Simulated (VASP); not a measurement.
# Lu (P6_3/mmc) in VASP: further runs

Runs on Lu. Level: PBE. Tasks: single point, relaxation of cell and atoms.

Everything below comes from runs of VASP 6.6.1. Logs are shortened: lines on timing, memory, paths and dates and some standing lists are left out, and cuts for length are marked.

## (1) The cell of the first run

Symmetry: P6_3/mmc, No. 194, hexagonal system. Conventional cell: a = 3.492 Å, b = 3.492 Å, c = 10.973 Å, α = 90.00°, β = 90.00°, γ = 120.00°. Within 4.5 Å of Lu (site symmetry -3m) lie 12 Lu at 3.40 to 3.49 Å. Within 4.5 Å of Lu (site symmetry -6m2) lie 12 Lu at 3.40 to 3.49 Å.

## (2) Single point, PBE

INCAR

```
PREC = Accurate
ENCUT = 520
EDIFF = 1E-6
ISMEAR = 0
SIGMA = 0.05
LREAL = False
LASPH = True
NELM = 80
ALGO = Fast
ISIF = 2
LWAVE = False
LCHARG = True
GGA = PE
LELF = True
LVHAR = True
NBANDS = 58
```

KPOINTS

```
regular mesh
0
Gamma
  6 6 2
```

POSCAR

```
Lu
1.0
    3.4918683764      0.0000000000      0.0000000000
   -1.7459341882      3.0240467206      0.0000000000
    0.0000000000      0.0000000000     10.9725282930
Lu
4
Direct
    0.0000000000      0.0000000000      0.0000000000
    0.0000000000      0.0000000000      0.5000000000
    0.3333333333      0.6666666667      0.2500000000
    0.6666666667      0.3333333333      0.7500000000
```

Potentials or basis: VASP PAW PBE potentials, release 64 (Lu).

Command:

```console
$ cat potpaw_PBE.64/Lu/POTCAR > POTCAR
$ mpirun -np 1 vasp_std > vasp.out
```

OUTCAR:

```text
PREC = Accurate
   ENCUT = 520
   EDIFF = 1E-6
   ISMEAR = 0
   LREAL = False
   LASPH = True
   NELM = 80
   ISIF = 2
   GGA = PE

 ion  position               nearest neighbor table
   1  0.000  0.000  0.000-   3 3.40   4 3.40   3 3.40   4 3.40   4 3.40   3 3.40
   2  0.000  0.000  0.500-   3 3.40   4 3.40   3 3.40   4 3.40   4 3.40   3 3.40
   3  0.333  0.667  0.250-   1 3.40   2 3.40   1 3.40   2 3.40   1 3.40   2 3.40
   4  0.667  0.333  0.750-   1 3.40   2 3.40   1 3.40   2 3.40   1 3.40   2 3.40

  LATTYP: Found a hexagonal cell.
 ALAT       =     3.4918683764
 C/A-ratio  =     3.1423086755

  Lattice vectors:

 A1 = (   3.4918683764,   0.0000000000,   0.0000000000)
 A2 = (  -1.7459341882,   3.0240467206,   0.0000000000)
 A3 = (   0.0000000000,   0.0000000000,  10.9725282930)

Analysis of symmetry for initial positions (statically):
=====================================================================
 Subroutine PRICEL returns:
 Original cell was already a primitive cell.

 Routine SETGRP: Setting up the symmetry group for a
 hexagonal supercell.

 Subroutine GETGRP returns: Found 24 space group operations
 (whereof 12 operations were pure point group operations)
 out of a pool of 24 trial point group operations.

The static configuration has the point symmetry D_3d.
 The point group associated with its full space group is D_6h.

Analysis of symmetry for dynamics (positions and initial velocities):
=====================================================================
 Subroutine PRICEL returns:
 Original cell was already a primitive cell.

 Routine SETGRP: Setting up the symmetry group for a
 hexagonal supercell.

 Subroutine GETGRP returns: Found 24 space group operations
 (whereof 12 operations were pure point group operations)
 out of a pool of 24 trial point group operations.

The dynamic configuration has the point symmetry D_3d.
 The point group associated with its full space group is D_6h.

 Subroutine INISYM returns: Found 24 space group operations
 (whereof 12 operations are pure point group operations),
 and found     1 'primitive' translations

----------------------------------------------------------------------------------------

                                     Primitive cell

  volume of cell :     115.8652

  direct lattice vectors                    reciprocal lattice vectors
     3.491868376  0.000000000  0.000000000     0.286379638  0.165341361  0.000000000
    -1.745934188  3.024046721  0.000000000     0.000000000  0.330682722  0.000000000
     0.000000000  0.000000000 10.972528293     0.000000000  0.000000000  0.091136698

  length of vectors
     3.491868376  3.491868376 10.972528293     0.330682722  0.330682722  0.091136698

  position of ions in fractional coordinates (direct lattice)
     0.000000000  0.000000000  0.000000000
     0.000000000  0.000000000  0.500000000
     0.333333333  0.666666667  0.250000000
     0.666666667  0.333333333  0.750000000

  ion indices of the primitive-cell ions
   primitive index   ion index
                 1           1
                 2           2
                 3           3
                 4           4

----------------------------------------------------------------------------------------

 KPOINTS: regular mesh

Automatic generation of k-mesh.
 Grid dimensions read from file:
 generate k-points for:    6    6    2

 Generating k-lattice:

  Cartesian coordinates                     Fractional coordinates (reciprocal lattice)
     0.047729940  0.027556893  0.000000000     0.166666667  0.000000000  0.000000000
     0.000000000  0.055113787  0.000000000     0.000000000  0.166666667  0.000000000
     0.000000000  0.000000000  0.045568349     0.000000000  0.000000000  0.500000000

  Length of vectors
     0.055113787  0.055113787  0.045568349

  Shift w.r.t. Gamma in fractional coordinates (k-lattice)
     0.000000000  0.000000000  0.000000000

 Subroutine IBZKPT returns following result:
 ===========================================

 Found     14 irreducible k-points:

 Following reciprocal coordinates:
            Coordinates               Weight
  0.000000  0.000000  0.000000      1.000000
  0.166667  0.000000  0.000000      6.000000
  0.333333  0.000000  0.000000      6.000000
  0.500000  0.000000  0.000000      3.000000
  0.166667  0.166667  0.000000      6.000000
  0.333333  0.166667  0.000000     12.000000
  0.333333  0.333333  0.000000      2.000000
  0.000000  0.000000  0.500000      1.000000
  0.166667  0.000000  0.500000      6.000000
  0.333333  0.000000  0.500000      6.000000
  0.500000  0.000000  0.500000      3.000000
  0.166667  0.166667  0.500000      6.000000
  0.333333  0.166667  0.500000     12.000000
  0.333333  0.333333  0.500000      2.000000
   k-points           NKPTS =     14   k-points in BZ     NKDIM =     14   number of bands    NBANDS=     58
   number of dos      NEDOS =    301   number of ions     NIONS =      4
   total plane-waves  NPLWV =  65856
   dimension x,y,z NGX =    28 NGY =   28 NGZ =   84
   dimension x,y,z NGXF=    56 NGYF=   56 NGZF=  168
   ions per type =               4
   NGX,Y,Z   is equivalent  to a cutoff of  13.33, 13.33, 12.73 a.u.
   NGXF,Y,Z  is equivalent  to a cutoff of  26.66, 26.66, 25.45 a.u.
 SYSTEM =  unknown system
   PREC   = accura    normal or accurate (medium, high low for compatibility)
   ISTART =      0    job   : 0-new  1-cont  2-samecut
   ICHARG =      2    charge: 1-file 2-atom 10-const
   ISPIN  =      1    spin polarized calculation?
   LNONCOLLINEAR =      F non collinear calculations
   LSORBIT =      F    spin-orbit coupling
   LASPH  =      T    aspherical Exc in radial PAW
   ENCUT  =  520.0 eV  38.22 Ry    6.18 a.u.   6.49  6.49 20.40*2*pi/ulx,y,z
   NELM   =     80;   NELMIN=  2; NELMDL= -5     # of ELM steps
   EDIFF  = 0.1E-05   stopping-criterion for ELM
   LREAL  =      F    real-space projection
   EDIFFG = 0.1E-04   stopping-criterion for IOM
   NSW    =      0    number of steps for IOM
   IBRION =     -1    ionic relax: 0-MD 1-quasi-New 2-CG
   NFREE  =      0    steps in history (QN), initial steepest desc. (CG)
   ISIF   =      2    stress and relaxation
   ISYM   =      2    0-nonsym 1-usesym 2-fastsym
   POTIM  = 0.5000    time-step for ionic-motion
   TEBEG  =    0.0;   TEEND  =   0.0 temperature during run
   PSTRESS=    0.0 pullay stress
   NELECT =     100.0000    total number of electrons
   NUPDOWN=      -1.0000    fix difference up-down
   EMIN   =  10.00;   EMAX   =-10.00  energy-range for DOS
   EFERMI =   0.00;   METHOD = LEGACY
   ISMEAR =     0;   SIGMA  =   0.05  broadening in eV -4-tet -1-fermi 0-gaus
   EFERMI_NEDOS =   21; number of points for ismear=-14 and -15
   IALGO  =     68    algorithm
   IMIX   =      4    mixing-type and parameters
     AMIX     =   0.40;   BMIX     =  1.00
     AMIX_MAG =   1.60;   BMIX_MAG =  1.00
  volume/ion in A,a.u.               =      28.97       195.47
  Fermi-wavevector in a.u.,A,eV,Ry     =   1.558681  2.945479 33.055155  2.429485
  Thomas-Fermi vector in A             =   2.662150
   LORBIT       =      0    0 simple, 1 ext, 2 COOP (PROOUT), +10 PAW based schemes
   GGA     = PE    functional components
   LHFCALC =     F    Hartree Fock is set to
   AEXX    =    0.0000 exact exchange contribution
   IVDW    =     0    specifies the selected vdW correction
   LEPSILON=     F    determine dielectric tensor
   LRPA    =     F    only Hartree local field effects (RPA)
 non-spin polarized calculation
 RMM-DIIS sequential band-by-band and
 Gauss-broadening in eV      SIGMA  =   0.05
  energy-cutoff  :      520.00
  volume of cell :      115.87
 maximum number of plane-waves:      3160
 NGX is ok and might be reduce to    28
   NGX = 13   NGY = 13   NGZ = 41

 number of electron     100.0000000 magnetization

 number of electron      99.9999977 magnetization

 Free energy of the ion-electron system (eV)
  ---------------------------------------------------
  ext. energy  EPLUGINS =         0.00000000
  ---------------------------------------------------
  free energy    TOTEN  =       -18.03206003 eV

  energy without entropy =      -18.02743137  energy(sigma->0) =      -18.02974570

 E-fermi :   2.2662     XC(G=0): -10.6894

 val. band max:        2.2512169485   @ k =   0.3333   0.0000   0.0000
 cond. band min:       2.2944520518   @ k =   0.5000   0.0000   0.5000
 fundamental gap:      0.0432351033
 Fermi energy:         2.2661567631

 k-point     1 :       0.0000    0.0000    0.0000
  band No.  band energies     occupation
      1     -53.9346      2.00000
      2     -53.9246      2.00000
      3     -53.9028      2.00000
      4     -53.8927      2.00000
      5     -24.8870      2.00000
      6     -24.6273      2.00000
[... 50 lines left out ...]
     57       4.8550      0.00000
     58       4.8925      0.00000

 k-point     2 :       0.1667    0.0000    0.0000
  band No.  band energies     occupation
      1     -53.9286      2.00000
      2     -53.9204      2.00000
      3     -53.8987      2.00000
      4     -53.8903      2.00000
      5     -24.8438      2.00000
      6     -24.6570      2.00000
[... 50 lines left out ...]
     57       4.8641      0.00000
     58       5.4010      0.00000

 k-point     3 :       0.3333    0.0000    0.0000
  band No.  band energies     occupation
      1     -53.9161      2.00000
      2     -53.9120      2.00000
      3     -53.8903      2.00000
      4     -53.8862      2.00000
      5     -24.7914      2.00000
      6     -24.7557      2.00000
[... 606 lines left out ...]
      3     -53.8853      2.00000
      4     -53.8853      2.00000
      5     -24.7819      2.00000
      6     -24.7819      2.00000
[... 50 lines left out ...]
     57       4.9290      0.00000
     58       4.9291      0.00000

 k-point    14 :       0.3333    0.3333    0.5000
  band No.  band energies     occupation
      1     -53.9057      2.00000
      2     -53.9057      2.00000
      3     -53.8840      2.00000
      4     -53.8840      2.00000
      5     -24.7551      2.00000
      6     -24.7551      2.00000
[... 50 lines left out ...]
     57       5.3722      0.00000
     58       5.3769      0.00000

------------------------ aborting loop because EDIFF is reached ----------------------------------------

  FORCE on cell =-STRESS in cart. coord.  units (eV):
  Direction    XX          YY          ZZ          XY          YZ          ZX
  --------------------------------------------------------------------------------------
  -------------------------------------------------------------------------------------
  Total       -2.1062303     -2.1062303     -2.2131936      0.0000000      0.0000000      0.0000000
  in kB      -29.1248277    -29.1248277    -30.6039106      0.0000000      0.0000000      0.0000000
  external PRESSURE =     -29.6178553 kB  Pullay stress =       0.0000000 kB

 VOLUME and BASIS-vectors are now :
 -----------------------------------------------------------------------------
  energy-cutoff  :      520.00
  volume of cell :      115.87
      direct lattice vectors                 reciprocal lattice vectors
     3.491868376  0.000000000  0.000000000     0.286379638  0.165341361  0.000000000
    -1.745934188  3.024046721  0.000000000     0.000000000  0.330682722  0.000000000
     0.000000000  0.000000000 10.972528293     0.000000000  0.000000000  0.091136698

 POSITION                                       TOTAL-FORCE (eV/Angst)
 -----------------------------------------------------------------------------------
      0.00000      0.00000      0.00000        -0.000000      0.000000     -0.000000
      0.00000      0.00000      5.48626        -0.000000      0.000000     -0.000000
     -0.00000      2.01603      2.74313        -0.000000     -0.000000      0.000000
      1.74593      1.00802      8.22940         0.000000      0.000000     -0.000000
 -----------------------------------------------------------------------------------
    total drift:                                0.000000     -0.000000      0.000000

  FREE ENERGIE OF THE ION-ELECTRON SYSTEM (eV)
  ---------------------------------------------------
  free  energy   TOTEN  =       -18.0320600332 eV

  energy  without entropy=      -18.0274313721  energy(sigma->0) =      -18.02974570
```

It took 11 min on 1 thread of AMD EPYC 7R43 (Zen 3), shared host; peak memory 0.26 GiB.

What came out:

| Property | Result |
| --- | --- |
| Free energy | -18.0321 eV |
| Pressure | -3.0 GPa |
| Band gap on the k mesh | zero (band 50 reaches 3.38 eV, above the bottom of band 51 at 1.70 eV) |

Caveat: spin-orbit coupling is left out, which moves the levels of the heavy elements.

## (3) Relaxation of cell and atoms, PBE

This run uses another cell than the first one, of 29.68 Å³/atom, 1.025 times its volume.

INCAR

```
SYSTEM = Lu
PREC     = Accurate       ! precision mode
ENCUT    = 600            ! plane-wave cutoff, eV
EDIFF    = 1E-6           ! SCF threshold, eV
ISMEAR   = 0              ! smearing method
SIGMA    = 0.05           ! smearing width, eV
LREAL    = .FALSE.        ! projectors in reciprocal space
LASPH    = .TRUE.         ! aspherical terms in the spheres
NELM     = 80             ! most SCF steps
ALGO     = Fast           ! electronic algorithm
ISIF     = 3              ! what is computed and relaxed
LWAVE    = .FALSE.        ! write WAVECAR
LCHARG   = .FALSE.        ! write CHGCAR
GGA      = PE             ! functional
IBRION   = 2              ! ionic algorithm
NSW      = 80             ! ionic steps
EDIFFG   = -0.03          ! ionic threshold
```

KPOINTS

```
regular mesh
0
G
  6 6 2
  0 0 0
```

POSCAR

```
Lu
1.0
    3.4926397243      0.0000000000      0.0000000000
   -1.7463198622      3.0247147275      0.0000000000
    0.0000000000      0.0000000000     11.2375914737
Lu
4
Direct
    0.0000000000      0.0000000000      0.0000000000
    0.0000000000      0.0000000000      0.5000000000
    0.3333333333      0.6666666667      0.2500000000
    0.6666666667      0.3333333333      0.7500000000
```

Potentials or basis: VASP PAW PBE potentials, release 64 (Lu).

Command:

```console
$ cat potpaw_PBE.64/Lu/POTCAR > POTCAR
$ mpirun -np 1 vasp_std > vasp.out
```

OUTCAR:

```text
SYSTEM = Lu
   PREC = Accurate
   ENCUT = 600
   EDIFF = 1E-6
   ISMEAR = 0
   LREAL = .FALSE.
   LASPH = .TRUE.
   NELM = 80
   ISIF = 3
   GGA = PE
   IBRION = 2
   NSW = 80
   EDIFFG = -0.03

 ion  position               nearest neighbor table
   1  0.000  0.000  0.000-   3 3.46   4 3.46   4 3.46   3 3.46   4 3.46   3 3.46
   2  0.000  0.000  0.500-   3 3.46   4 3.46   4 3.46   3 3.46   4 3.46   3 3.46
   3  0.333  0.667  0.250-   1 3.46   2 3.46   1 3.46   2 3.46   1 3.46   2 3.46
   4  0.667  0.333  0.750-   1 3.46   2 3.46   1 3.46   2 3.46   1 3.46   2 3.46

  LATTYP: Found a hexagonal cell.
 ALAT       =     3.4926397243
 C/A-ratio  =     3.2175066313

  Lattice vectors:
[... 184 lines left out ...]
  Direction    XX          YY          ZZ          XY          YZ          ZX
  --------------------------------------------------------------------------------------
  -------------------------------------------------------------------------------------
  Total       -0.5956426     -0.5956426     -1.5800847      0.0000000     -0.0000000      0.0000000
  in kB       -8.0386832     -8.0386832    -21.3245320      0.0000000     -0.0000000      0.0000000
  external PRESSURE =     -12.4672995 kB  Pullay stress =       0.0000000 kB
[... 177 lines left out ...]
--------------------------------------- Ionic step        6  -------------------------------------------

 number of electron     100.0000003 magnetization

 Free energy of the ion-electron system (eV)
  ---------------------------------------------------
  ext. energy  EPLUGINS =         0.00000000
  ---------------------------------------------------
  free energy    TOTEN  =       -18.03360092 eV

  energy without entropy =      -18.02868061  energy(sigma->0) =      -18.03114077

 E-fermi :   2.2457     XC(G=0): -10.6669

 val. band max:        2.2346200430   @ k =   0.3333   0.0000   0.0000
 cond. band min:       2.2689371639   @ k =   0.5000   0.0000   0.5000
 fundamental gap:      0.0343171209
 Fermi energy:         2.2456600517

 k-point     1 :       0.0000    0.0000    0.0000
  band No.  band energies     occupation
      1     -53.9650      2.00000
      2     -53.9551      2.00000
      3     -53.9347      2.00000
      4     -53.9247      2.00000
      5     -24.9102      2.00000
      6     -24.6557      2.00000
[... 902 lines left out ...]
  FREE ENERGIE OF THE ION-ELECTRON SYSTEM (eV)
  ---------------------------------------------------
  free  energy   TOTEN  =       -18.0336009226 eV

  energy  without entropy=      -18.0286806080  energy(sigma->0) =      -18.03114077

 reached required accuracy - stopping structural energy minimisation
```

OSZICAR:

```text
N       E                     dE             d eps       ncg     rms          rms(c)
DAV:   1     0.121917557051E+04    0.12192E+04   -0.32694E+04  2304   0.602E+03
DAV:   2     0.180368859157E+03   -0.10388E+04   -0.97683E+03  2304   0.116E+03
[... 192 lines left out ...]
RMM:  23    -0.180335954587E+02   -0.11944E-05   -0.19087E-05  1321   0.107E-02    0.182E-02
RMM:  24    -0.180335961325E+02   -0.67389E-06   -0.13699E-05  1170   0.668E-03    0.171E-02
RMM:  25    -0.180335979317E+02   -0.17991E-05   -0.14415E-05  1230   0.121E-02    0.465E-03
RMM:  26    -0.180335992222E+02   -0.12905E-05   -0.10730E-05   957   0.742E-03    0.223E-03
RMM:  27    -0.180336003228E+02   -0.11005E-05   -0.93673E-06  1144   0.660E-03    0.446E-04
RMM:  28    -0.180336009226E+02   -0.59980E-06   -0.69942E-06   962   0.519E-03
   6 F= -.18033601E+02 E0= -.18031141E+02  d E =-.206489E-03
```

CONTCAR:

```text
Lu
   1.00000000000000
     3.4954709619480000   -0.0000000000000421    0.0000000000000000
    -1.7477354810240771    3.0271666512273163   -0.0000000000000000
    -0.0000000000000000   -0.0000000000000000   11.0020894929349211
  Lu
     4
Direct
     0.0000000000000000    0.0000000000000000    0.0000000000000000
     0.0000000000000000    0.0000000000000000    0.5000000000000000
     0.3333333332999970    0.6666666667000030    0.2500000000000000
     0.6666666667000030    0.3333333332999970    0.7500000000000000

  0.00000000E+00  0.00000000E+00  0.00000000E+00
  0.00000000E+00  0.00000000E+00  0.00000000E+00
  0.00000000E+00  0.00000000E+00  0.00000000E+00
  0.00000000E+00  0.00000000E+00  0.00000000E+00
```

Run time: 39 min. Hardware: 1 thread of AMD EPYC 7R43 (Zen 3), shared host; peak memory 0.33 GiB.

What came out:

- Free energy: -18.0336 eV
- Relaxed volume: 29.10 Å³/atom
- Relaxed cell: a = 3.495 Å, b = 3.495 Å, c = 11.002 Å, α = 90.00°, β = 90.00°, γ = 120.00°
- Space group after relaxing (to 0.05 Å): P6_3/mmc (No. 194)
- Energy gained by relaxing: 4.2 meV/atom
- Ionic steps: 6
- Pressure after relaxing: 0.0 GPa
- Band gap on the k mesh: zero (band 50 reaches 3.41 eV, above the bottom of band 51 at 1.69 eV)

Step by step:
```csv
step,energy change (eV),largest force (eV/Å),pressure (GPa),volume (Å³)
1,0.0000,0.0000,-1.25,118.72
2,-0.0110,0.0000,0.54,114.79
3,-0.0116,0.0000,0.29,115.89
4,-0.0165,0.0000,0.37,115.92
5,-0.0165,0.0000,0.18,115.92
6,-0.0167,0.0000,0.00,116.42
```

Final structure:
```yaml
crystal:
  lattice:
    - [3.49547, 0.00000, 0.00000]
    - [-1.74774, 3.02717, 0.00000]
    - [0.00000, 0.00000, 11.00209]
  atoms:
    - { symbol: Lu, position: [0.00000, 0.00000, 0.00000] }
    - { symbol: Lu, position: [0.00000, 0.00000, 0.50000] }
    - { symbol: Lu, position: [0.33333, 0.66667, 0.25000] }
    - { symbol: Lu, position: [0.66667, 0.33333, 0.75000] }
```

Caveat: spin-orbit coupling is left out, which moves the levels of the heavy elements.
